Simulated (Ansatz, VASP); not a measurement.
Nb in VASP and in Ansatz

File POSCAR:

```
Nb
1.0
   -1.6639500000      1.6639500000      1.6639500000
    1.6639500000     -1.6639500000      1.6639500000
    1.6639500000      1.6639500000     -1.6639500000
Nb
1
Direct
    0.0000000000      0.0000000000      0.0000000000
```

The input INCAR.step1:

```
SYSTEM = Nb
PREC     = Accurate       ! precision mode
ENCUT    = 520            ! plane-wave cutoff, eV
ISMEAR   = -1             ! smearing method
SIGMA    = 0.03           ! smearing width, eV
LREAL    = .False.        ! projectors in reciprocal space
LASPH    = .True.         ! aspherical terms in the spheres
NELM     = 100            ! most SCF steps
NBANDS   = 12             ! bands
GGA      = PE             ! functional
ALGO     = Normal         ! electronic algorithm
EDIFF    = 1E-4           ! SCF threshold, eV
LWAVE    = .True.         ! write WAVECAR
LCHARG   = .False.        ! write CHGCAR
```

The input INCAR.step2:

```
SYSTEM = Nb
PREC     = Accurate       ! precision mode
ENCUT    = 520            ! plane-wave cutoff, eV
EDIFF    = 1E-8           ! SCF threshold, eV
ISMEAR   = -1             ! smearing method
SIGMA    = 0.03           ! smearing width, eV
LREAL    = .False.        ! projectors in reciprocal space
LASPH    = .True.         ! aspherical terms in the spheres
NELM     = 100            ! most SCF steps
ALGO     = Normal         ! electronic algorithm
ISIF     = 2              ! what is computed and relaxed
LWAVE    = .False.        ! write WAVECAR
LCHARG   = .False.        ! write CHGCAR
METAGGA  = R2SCAN         ! meta-GGA
LMIXTAU  = .True.       
LEFG     = .True.       
NBANDS   = 12             ! bands
ISTART   = 1
```

KPOINTS

```
regular mesh
0
Gamma
  15 15 15
  0 0 0
```

Input for Ansatz:

```yaml
crystal:
  lattice:
    - [-1.66395, 1.66395, 1.66395]
    - [1.66395, -1.66395, 1.66395]
    - [1.66395, 1.66395, -1.66395]
  atoms:
    - { symbol: Nb, position: [0.0, 0.0, 0.0] }
kpoints:
  mp_grid: { grid: [15, 15, 15] }
  band_path:
    path:
      - [0.0, 0.0, 0.0]
      - [0.5, -0.5, 0.5]
      - [0.0, 0.0, 0.5]
      - [0.0, 0.0, 0.0]
      - [0.25, 0.25, 0.25]
      - [0.5, -0.5, 0.5]
      - [0.25, 0.25, 0.25]
      - [0.0, 0.0, 0.5]
    npoints: 5
scf:
  occupations: { method: fermi_dirac, width: 0.03 }
hamiltonian:
  xc: r2scan
  pseudopotentials: { kind: paw }
output:
  forces: true
  stress: true
  eigenvalues: true
  efg: { contact_densities: true }
```

Alike in both runs: task electric field gradients; functional r2SCAN; k mesh 15 × 15 × 15; occupations fermi-dirac, width 0.03 eV; no spin polarisation.

```csv
,VASP,Ansatz
version,VASP 6.6.1,Ansatz 0.2.0
potentials or method,"VASP PAW PBE potentials, release 64 (Nb_sv)","PAW with Ansatz's default frozen-core files, scalar-relativistic"
plane-wave cutoff (eV),520,500
valence electrons in the cell,13,13
```

|  | VASP | Ansatz | Ansatz less VASP |
| --- | --- | --- | --- |
| pressure (GPa) | -3.8 | -3.6 | +0.20 |

VASP's potentials were made for PBE, not for r2SCAN.
